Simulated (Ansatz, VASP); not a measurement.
## One calculation of GaN, two programs

File INCAR:

```
ALGO     = Normal         # electronic algorithm
EDIFF    = 1E-6           # SCF threshold, eV
ENCUT    = 520            # plane-wave cutoff, eV
GGA      = PE             # functional
ISIF     = 2              # what is computed and relaxed
ISMEAR   = -1             # smearing method
LASPH    = T              # aspherical terms in the spheres
LCHARG   = F              # write CHGCAR
LREAL    = F              # projectors in reciprocal space
LWAVE    = F              # write WAVECAR
NBANDS   = 26             # bands
NELM     = 60             # most SCF steps
PREC     = Accurate       # precision mode
SIGMA    = 0.02           # smearing width, eV
```

The input KPOINTS:

```
k-points
0
Gamma
  8 6 8
```

The input POSCAR:

```
GaN
1.0
   -2.2742431744      2.2742431744      0.0000000000
    0.0000000000      0.0000000000      4.5484863488
    2.2742431744      2.2742431744      0.0000000000
Ga N
2 2
Direct
    0.0000000000      0.0000000000      0.0000000000
    0.5000000000      0.5000000000      0.5000000000
    0.0000000000      0.2500000000      0.5000000000
    0.5000000000      0.7500000000      0.0000000000
```

Input for Ansatz:

```yaml
crystal:
  lattice:
    - [-2.2742431744, 2.2742431744, 0.0]
    - [0.0, 0.0, 4.5484863488]
    - [2.2742431744, 2.2742431744, 0.0]
  atoms:
    - { symbol: Ga, position: [0.0, 0.0, 0.0] }
    - { symbol: Ga, position: [0.5, 0.5, 0.5] }
    - { symbol: "N", position: [0.0, 0.25, 0.5] }
    - { symbol: "N", position: [0.5, 0.75, 0.0] }
kpoints:
  mp_grid: { grid: [8, 6, 8] }
scf:
  occupations: { method: fermi_dirac, width: 0.02 }
hamiltonian:
  xc: pbe
  pseudopotentials: { kind: all_electron, lapw: { basis_error: 0.001 } }
output:
  forces: true
  stress: true
  eigenvalues: true
```

Alike in both runs: task single point; functional PBE; k mesh 8 × 6 × 8; occupations fermi-dirac, width 0.02 eV; no spin polarisation.

|  | VASP | Ansatz |
| --- | --- | --- |
| version | VASP 6.6.1 | Ansatz 0.2.0 |
| potentials or method | VASP PAW PBE potentials, release 64 (Ga_d, N), cutoff 520 eV | all-electron LAPW, scalar-relativistic |

VASP gave:

- gap on the k mesh at the Fermi level (eV): 1.55
- pressure (GPa): 0.1

Q: What did Ansatz give for the same quantities?

A: gap on the k mesh at the Fermi level (eV): 1.56; pressure (GPa): -0.1.

Ansatz ran all-electron here, and VASP with PAW potentials.
